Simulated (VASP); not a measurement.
# BN (F-43m) in VASP: vibrations by perturbation theory with PBE

Aim: the vibrations by perturbation theory of BN with PBE.

All numbers are computed with VASP 6.6.1; they aren't measurements. Logs are shortened: lines on timing, memory, paths and dates and some standing lists are left out, and cuts for length are marked.

## (1) The cell of the first run

The structure is cubic, space group F-43m (No. 216). The conventional cell has a = 3.625 Å, b = 3.625 Å, c = 3.625 Å, α = 90.00°, β = 90.00°, γ = 90.00°. B (site symmetry -43m) has 4 N at 1.57 Å within 2.1 Å. Within 2.1 Å of N (site symmetry -43m) lie 4 B at 1.57 Å.

## (2) Vibrations by perturbation theory, PBE

Contents of INCAR:

```
PREC     = Accurate       # precision mode
ENCUT    = 600            # plane-wave cutoff, eV
EDIFF    = 1E-8           # SCF threshold, eV
ISMEAR   = 0              # smearing method
SIGMA    = 0.01           # smearing width, eV
LREAL    = False          # projectors in reciprocal space
LASPH    = True           # aspherical terms in the spheres
NELM     = 120            # most SCF steps
ALGO     = Normal         # electronic algorithm
ISIF     = 2              # what is computed and relaxed
LWAVE    = False          # write WAVECAR
LCHARG   = False          # write CHGCAR
GGA      = PE             # functional
NBANDS   = 11             # bands
IBRION   = 8              # ionic algorithm
NSW      = 1              # ionic steps
LEPSILON = True           # dielectric tensor by DFPT
GGA_COMPAT= False
```

Contents of KPOINTS:

```
Automatic mesh
0
Gamma
  12 12 12
```

Contents of POSCAR:

```
BN
1.0
    0.0000000000      1.8123308055      1.8123308055
    1.8123308055      0.0000000000      1.8123308055
    1.8123308055      1.8123308055      0.0000000000
B N
1 1
Direct
    0.0000000000      0.0000000000      0.0000000000
    0.7500000000      0.7500000000      0.7500000000
```

Potentials or basis: VASP PAW PBE potentials, release 64 (B, N).

The run is started by

```
$ cat potpaw_PBE.64/B/POTCAR potpaw_PBE.64/N/POTCAR > POTCAR
$ mpirun -np 1 vasp_std > vasp.out
```

OUTCAR:

```text
PREC = Accurate
   ENCUT = 600
   EDIFF = 1E-8
   ISMEAR = 0
   LREAL = False
   LASPH = True
   NELM = 120
   ISIF = 2
   GGA = PE
   IBRION = 8
   NSW = 1
   LEPSILON = True

 ion  position               nearest neighbor table
   1  0.000  0.000  0.000-   2 1.57   2 1.57   2 1.57   2 1.57
   2  0.750  0.750  0.750-   1 1.57   1 1.57   1 1.57   1 1.57

  LATTYP: Found a face centered cubic cell.
 ALAT       =     3.6246616110

  Lattice vectors:

 A1 = (   0.0000000000,   1.8123308055,   1.8123308055)
 A2 = (   1.8123308055,   0.0000000000,   1.8123308055)
 A3 = (   1.8123308055,   1.8123308055,   0.0000000000)

Analysis of symmetry for initial positions (statically):
=====================================================================
 Subroutine PRICEL returns:
 Original cell was already a primitive cell.

 Routine SETGRP: Setting up the symmetry group for a
 face centered cubic supercell.

 Subroutine GETGRP returns: Found 24 space group operations
 (whereof 24 operations were pure point group operations)
 out of a pool of 48 trial point group operations.

The static configuration has the point symmetry T_d .

Analysis of symmetry for dynamics (positions and initial velocities):
=====================================================================
 Subroutine PRICEL returns:
 Original cell was already a primitive cell.

 Routine SETGRP: Setting up the symmetry group for a
 face centered cubic supercell.

 Subroutine GETGRP returns: Found 24 space group operations
 (whereof 24 operations were pure point group operations)
 out of a pool of 48 trial point group operations.

The dynamic configuration has the point symmetry T_d .

 Subroutine INISYM returns: Found 24 space group operations
 (whereof 24 operations are pure point group operations),
 and found     1 'primitive' translations

----------------------------------------------------------------------------------------

                                     Primitive cell

  volume of cell :      11.9054

  direct lattice vectors                    reciprocal lattice vectors
     0.000000000  1.812330806  1.812330806    -0.275887823  0.275887823  0.275887823
     1.812330806  0.000000000  1.812330806     0.275887823 -0.275887823  0.275887823
     1.812330806  1.812330806  0.000000000     0.275887823  0.275887823 -0.275887823

  length of vectors
     2.563022805  2.563022805  2.563022805     0.477851726  0.477851726  0.477851726

  position of ions in fractional coordinates (direct lattice)
     0.000000000  0.000000000  0.000000000
     0.750000000  0.750000000  0.750000000

  ion indices of the primitive-cell ions
   primitive index   ion index
                 1           1
                 2           2

----------------------------------------------------------------------------------------

 KPOINTS: Automatic mesh

Automatic generation of k-mesh.
 Grid dimensions read from file:
 generate k-points for:   12   12   12

 Generating k-lattice:

  Cartesian coordinates                     Fractional coordinates (reciprocal lattice)
    -0.022990652  0.022990652  0.022990652     0.083333333  0.000000000  0.000000000
     0.022990652 -0.022990652  0.022990652     0.000000000  0.083333333  0.000000000
     0.022990652  0.022990652 -0.022990652     0.000000000  0.000000000  0.083333333
[... 483 lines left out ...]
  ---------------------------------------------------
  free energy    TOTEN  =        -0.12866484 eV

  energy without entropy =       -0.12866484

------------------------ aborting loop because EDIFF is reached ----------------------------------------

--------------------------------------- Ionic step        2  -------------------------------------------

------------------------ aborting loop because EDIFF is reached ----------------------------------------

--------------------------------------- Ionic step        3  -------------------------------------------

------------------------ aborting loop because EDIFF is reached ----------------------------------------

 PIEZOELECTRIC TENSOR FIELD DIRECTION 3  (e Angst)
 -----------------------------------------------------------------------------
    -0.00033  0.77203  0.00000           ( -0.00000  0.00440  0.00000)
     0.77203 -0.00033  0.00000           (  0.00440 -0.00000  0.00000)
     0.00000  0.00000  0.00027           (  0.00000  0.00000 -0.00000)

 PIEZOELECTRIC TENSOR FIELD DIRECTION 3  (C/m^2)
 -----------------------------------------------------------------------------
    -0.00044  1.03897  0.00000
     1.03897 -0.00044  0.00000
     0.00000  0.00000  0.00036

--------------------------------------- Ionic step        4  -------------------------------------------

------------------------ aborting loop because EDIFF is reached ----------------------------------------

[... ionic steps 5 to 6 ...]

--------------------------------------- Ionic step        7  -------------------------------------------

 Free energy of the ion-electron system (eV)
  ---------------------------------------------------
  ---------------------------------------------------
  free energy    TOTEN  =        -0.23046625 eV

  energy without entropy =       -0.23046625

------------------------ aborting loop because EDIFF is reached ----------------------------------------

 INTERNAL STRAIN TENSOR  FOR ION    2  DIRECTION 1   (eV/Angst):
 -----------------------------------------------------------------------------
     0.00826  0.00000  0.00000
     0.00000 -0.00303  1.42146
     0.00000  1.42146 -0.00303

 MACROSCOPIC STATIC DIELECTRIC TENSOR (including local field effects in DFT)
 ------------------------------------------------------
           4.614208    -0.000000    -0.000000
          -0.000000     4.614208     0.000000
          -0.000000    -0.000000     4.614208
 ------------------------------------------------------

 PIEZOELECTRIC TENSOR (including local field effects)  for field in x, y, z        (e  Angst)
          XX          YY          ZZ          XY          YZ          ZX
  --------------------------------------------------------------------------------
  x     0.00000     0.00000     0.00000     0.00000     0.77240     0.00000
  y     0.00000    -0.00000     0.00000     0.00000     0.00000     0.77240
  z     0.00000     0.00000    -0.00000     0.77240     0.00000     0.00000

 PIEZOELECTRIC TENSOR (including local field effects)  for field in x, y, z        (C/m^2)
          XX          YY          ZZ          XY          YZ          ZX
  --------------------------------------------------------------------------------
  x     0.00000     0.00000     0.00000     0.00000     1.03947     0.00000
  y     0.00000    -0.00000     0.00000     0.00000     0.00000     1.03947
  z     0.00000     0.00000    -0.00000     1.03947     0.00000     0.00000

 BORN EFFECTIVE CHARGES (including local field effects) (in |e|, cummulative output)
 ---------------------------------------------------------------------------------
 ion    1
    1     1.91128     0.00000     0.00000
    2     0.00000     1.91128     0.00000
    3    -0.00000    -0.00000     1.91128
 ion    2
    1    -1.91128     0.00000    -0.00000
    2     0.00000    -1.91128    -0.00000
    3     0.00000     0.00000    -1.91128

 INTERNAL STRAIN TENSOR FOR ION    2 for displacements in x,y,z  (eV/Angst):
          X           Y           Z          XY          YZ          ZX
  --------------------------------------------------------------------------------
  x    -0.00000    -0.00000     0.00000     0.00000     1.42146     0.00000
  y    -0.00000     0.00000     0.00000     0.00000     0.00000     1.42146
  z    -0.00000     0.00000    -0.00000     1.42146     0.00000     0.00000

 SECOND DERIVATIVES (NOT SYMMETRIZED)
 ------------------------------------
               1X          1Y          1Z          2X          2Y          2Z
  1X   -23.784401    0.000000    0.000000   23.784401    0.000000    0.000000
  1Y     0.000000  -23.784401    0.000000    0.000000   23.784401    0.000000
  1Z     0.000000    0.000000  -23.784401    0.000000    0.000000   23.784401
  2X    23.782436    0.000000    0.000000  -23.782436    0.000000    0.000000
  2Y     0.000000   23.782436    0.000000    0.000000  -23.782436    0.000000
  2Z     0.000000    0.000000   23.782436    0.000000    0.000000  -23.782436

 Eigenvectors and eigenvalues of the dynamical matrix
 ----------------------------------------------------

   1 f  =   30.867926 THz   193.948897 2PiTHz 1029.643172 cm-1   127.659426 meV
             X         Y         Z           dx          dy          dz
      0.000000  0.000000  0.000000     0.000000    0.751202    0.000000
      2.718496  2.718496  2.718496     0.000000   -0.660073    0.000000
[... 21 lines left out ...]
   6 f/i=    0.000632 THz     0.003973 2PiTHz    0.021090 cm-1     0.002615 meV
             X         Y         Z           dx          dy          dz
      0.000000  0.000000  0.000000     0.000000    0.000000   -0.660073
      2.718496  2.718496  2.718496     0.000000    0.000000   -0.751202

--------------------------------------------------------------------------------------------------------

 MACROSCOPIC STATIC DIELECTRIC TENSOR IONIC CONTRIBUTION
 ------------------------------------------------------
           2.334516     0.000000     0.000000
           0.000000     2.334516     0.000000
           0.000000     0.000000     2.334516
 ------------------------------------------------------

 ELASTIC MODULI CONTR FROM IONIC RELAXATION (kBar)
 Direction    XX          YY          ZZ          XY          YZ          ZX
 --------------------------------------------------------------------------------
 XX          -0.0000      0.0000      0.0000      0.0000     -0.0000      0.0000
 YY           0.0000     -0.0000     -0.0000      0.0000      0.0000     -0.0000
 ZZ           0.0000     -0.0000     -0.0000     -0.0000      0.0000      0.0000
 XY           0.0000      0.0000     -0.0000    -10.1569      0.0000      0.0000
 YZ          -0.0000      0.0000      0.0000      0.0000    -10.1569      0.0000
 ZX           0.0000     -0.0000      0.0000      0.0000      0.0000    -10.1569
 --------------------------------------------------------------------------------

 PIEZOELECTRIC TENSOR IONIC CONTR  for field in x, y, z        (C/m^2)
          XX          YY          ZZ          XY          YZ          ZX
  --------------------------------------------------------------------------------
  x    -0.00000     0.00000     0.00000    -0.00000    -0.14489     0.00000
  y     0.00000    -0.00000     0.00000    -0.00000     0.00000    -0.14489
  z     0.00000     0.00000    -0.00000    -0.14489     0.00000     0.00000
```

Wall time 90 s (1 thread of Intel Xeon 6975P-C (Granite Rapids), shared host); peak memory 0.22 GiB.

Results:

```
Electronic dielectric tensor (diagonal)                 : 4.61
Born charges (mean of the diagonal)                     : B +1.91; N -1.91 e
Highest phonon frequency at Γ, LO-TO splitting left out : 1030 cm⁻¹
```

Phonon frequencies in cm⁻¹ (negative: imaginary):
| q point | frequencies |
| --- | --- |
| (0.000, 0.000, 0.000) | 0 0 0 1030 1030 1030 |

Electronic dielectric tensor:
```
4.61 0.00 0.00
0.00 4.61 0.00
0.00 0.00 4.61
```

Born effective charge tensors (e):
atom 1, B
```
1.91 0.00 0.00
0.00 1.91 0.00
0.00 0.00 1.91
```
atom 2, N
```
-1.91  0.00  0.00
 0.00 -1.91  0.00
 0.00  0.00 -1.91
```
